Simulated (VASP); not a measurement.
Wanted: the native input for a VASP 6.6.1 run.

```yaml
Task: single point
Functional: PBE
Dispersion: D3(BJ)
Potentials_or_basis: VASP PAW PBE potentials, release 64 (Si, O)
Cutoff: 520 eV
k_mesh: 2 × 2 × 1
Occupations: fermi-dirac, width 0.02 eV
Spin: no spin polarisation
Dipole_correction: no
Further_INCAR_settings: LREAL = Auto; ALGO = Normal; EDIFF = 1e-07; NBANDS = 82
```

The structure of SiO2 lies in POSCAR:

```
SiO2
1.0
    5.9131100000      0.0000000000      0.0000000000
    0.0000000000      5.3324000000      0.0000000000
    0.0000000000      0.0000000000     16.7677400000
Si O
8 16
Direct
    0.0000000000      0.0000000000      0.0596383293
    0.5000076102      0.2500000000      0.0596383293
    0.5109155757      0.0181344235      0.2600946818
    1.0134091874      0.2451053934      0.2392510857
    0.0000000000      0.5000000000      0.0596383293
    0.5000076102      0.7500000000      0.0596383293
    0.4997370250      0.5097517065      0.2593849857
    0.9949586597      0.7552884255      0.2494671315
    0.0072043307      0.0027754857      0.1610413807
    0.1937051738      0.2500000000      0.0596383293
    0.5097655887      0.0108018903      0.1202368357
    0.8062931351      0.2500000000      0.0596383293
    0.5050472594     -0.0139149351      0.3638355557
    0.6976531808      0.2534318506      0.2261425809
   -0.0210041755      0.0093953942      0.3082466689
    0.3027340942      0.2599392394      0.2369550100
    0.0165902545      0.4938114170      0.1654963639
    0.1937051738      0.7500000000      0.0596383293
    0.4938010624      0.4985935039      0.1162291400
    0.8062931351      0.7500000000      0.0596383293
    0.5095119150      0.4822218888      0.3572216649
    0.6821621786      0.7468306954      0.2375812125
   -0.0182814120      0.4928549996      0.3045669840
    0.3014657262      0.7639524417      0.2492703250
```

These files were run (other wordings do the same):

INCAR

```
  PREC = Accurate
  ENCUT = 520
  EDIFF = 1E-7
  ISMEAR = -1
  SIGMA = 0.02
  LREAL = Auto
  LASPH = T
  NELM = 60
  ALGO = Normal
  ISIF = 2
  LWAVE = F
  LCHARG = F
  GGA = PE
  IVDW = 12
  NBANDS = 82
```

KPOINTS

```
Automatic mesh
0
Gamma
  2 2 1
```

Potentials or basis: VASP PAW PBE potentials, release 64 (Si, O).

Run with:

```sh
$ cat potpaw_PBE.64/Si/POTCAR potpaw_PBE.64/O/POTCAR > POTCAR
$ mpirun -np 1 vasp_std > vasp.out
```

It gave:

| Quantity | Value |
| --- | --- |
| Largest force | 7.209 eV/Å |
| Band gap on the k mesh | zero (bands 64 and 65 overlap by 0.09 eV) |
| Dispersion energy per atom | -0.157 eV |

Caveat: the k points lie up to 0.59 Å⁻¹ apart.

Run time: 5.7 min on 1 thread of Intel(R) Xeon(R) 6975P-C (Granite Rapids), with other jobs on the host, peak memory 0.54 GiB.
